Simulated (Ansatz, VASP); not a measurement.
**Zn in VASP and in Ansatz**

The input INCAR:

```
PREC = Accurate ; ENCUT = 520
EDIFF = 1E-7 ; ISMEAR = 0
SIGMA = 0.15 ; LREAL = F
LASPH = T ; NELM = 100
ALGO = Fast ; ISIF = 2
LWAVE = F ; LCHARG = F
NBANDS = 12
```

KPOINTS

```
Automatic mesh
0
Gamma
  22 22 22
```

The input POSCAR:

```
Zn
1.0
   -1.1336939775      1.5730962593      1.5730962593
    1.5730962593     -1.1336939775      1.5730962593
    1.5730962593      1.5730962593     -1.1336939775
Zn
1
Direct
    0.0000000000      0.0000000000      0.0000000000
```

Input for Ansatz:

```yaml
crystal:
  lattice:
    - [-1.1336939775, 1.5730962593, 1.5730962593]
    - [1.5730962593, -1.1336939775, 1.5730962593]
    - [1.5730962593, 1.5730962593, -1.1336939775]
  atoms:
    - { symbol: Zn, position: [0.0, 0.0, 0.0] }
basis:
  ecutwfc: 520.0
kpoints:
  mp_grid: { grid: [22, 22, 22] }
hamiltonian:
  xc: lda
  pseudopotentials: { kind: paw }
scf:
  occupations: { method: gaussian, width: 0.15 }
output:
  forces: true
  stress: true
  eigenvalues: true
```

Alike in both runs: task single point; functional LDA; k mesh 22 × 22 × 22; occupations gaussian, width 0.15 eV; no spin polarisation.

|  | VASP | Ansatz |
| --- | --- | --- |
| version | VASP 6.6.1 | Ansatz 0.2.0 |
| potentials or method | VASP PAW LDA potentials, release 64 (Zn), cutoff 520 eV | scalar-relativistic, plane waves, PAW |
| valence electrons in the cell | 12 | 12 |

VASP gave:

- gap on the k mesh at the Fermi level (eV): none
- pressure (GPa): 3.3
- traceless stress, the component that is largest in VASP (GPa): -3.16

**Question.** Which values does Ansatz return?

**Answer.** gap on the k mesh at the Fermi level (eV): none; pressure (GPa): 2.7; traceless stress, the component that is largest in VASP (GPa): -3.05.

LDA's correlation is that of Perdew and Zunger in VASP and of Perdew and Wang (1992) in Ansatz. A gap of «none» marks a metal or a gap that the smearing closes.
